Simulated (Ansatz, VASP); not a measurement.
**Pt: VASP beside Ansatz**

INCAR

```
SYSTEM = Pt
  PREC = Accurate
  ENCUT = 520
  EDIFF = 1E-7
  ISMEAR = 0
  SIGMA = 0.01
  LREAL = .FALSE.
  LASPH = .TRUE.
  NELM = 60
  ALGO = Normal
  ISIF = 2
  LWAVE = .FALSE.
  LCHARG = .FALSE.
  NBANDS = 11
```

KPOINTS

```
Automatic mesh
0
G
  14 14 14
  0 0 0
```

File POSCAR:

```
Pt
1.0
    0.0000000000      1.9474302061      1.9474302061
    1.9474302061      0.0000000000      1.9474302061
    1.9474302061      1.9474302061      0.0000000000
Pt
1
Direct
    0.0000000000      0.0000000000      0.0000000000
```

Input for Ansatz:

```yaml
crystal:
  lattice:
    - [0.0, 1.9474302061, 1.9474302061]
    - [1.9474302061, 0.0, 1.9474302061]
    - [1.9474302061, 1.9474302061, 0.0]
  atoms:
    - { symbol: Pt, position: [0.0, 0.0, 0.0] }
hamiltonian:
  xc: lda
  pseudopotentials:
    kind: paw
    azcp:
      Pt: "pseudopotentials/Pt.paw.azcp"
basis:
  ecutwfc: 420
  fft_grid_basis: typed
kpoints:
  mp_grid: { grid: [14, 14, 14], shift: [0, 0, 0] }
magnetization:
  spin_polarized: false
scf:
  occupations: { method: gaussian, width: 0.01 }
  lower_state_search: "off"
output:
  stress: true
```

Alike in both runs: task single point; functional LDA; k mesh 14 × 14 × 14; occupations gaussian, width 0.01 eV; no spin polarisation.

```csv
,VASP,Ansatz
version,VASP 6.6.1,Ansatz 0.2.0
potentials or method,"VASP PAW LDA potentials, release 64 (Pt), cutoff 520 eV","plane waves (420 eV) with PAW, scalar-relativistic"
valence electrons in the cell,10,18
```

VASP gave:

| Item | Value |
| --- | --- |
| pressure (GPa) | 0.3 |

Problem. What did Ansatz give for the same quantities?

Solution. Pressure (GPa): -0.5.

Ansatz warns that its potentials were made for another functional, while VASP's fit it. LDA's correlation is that of Perdew and Zunger in VASP and of Perdew and Wang (1992) in Ansatz. VASP's potentials hold 10 valence electrons a cell and Ansatz's 18, so a difference there can come from the potentials and not from the codes.

Spin-orbit coupling is off throughout.
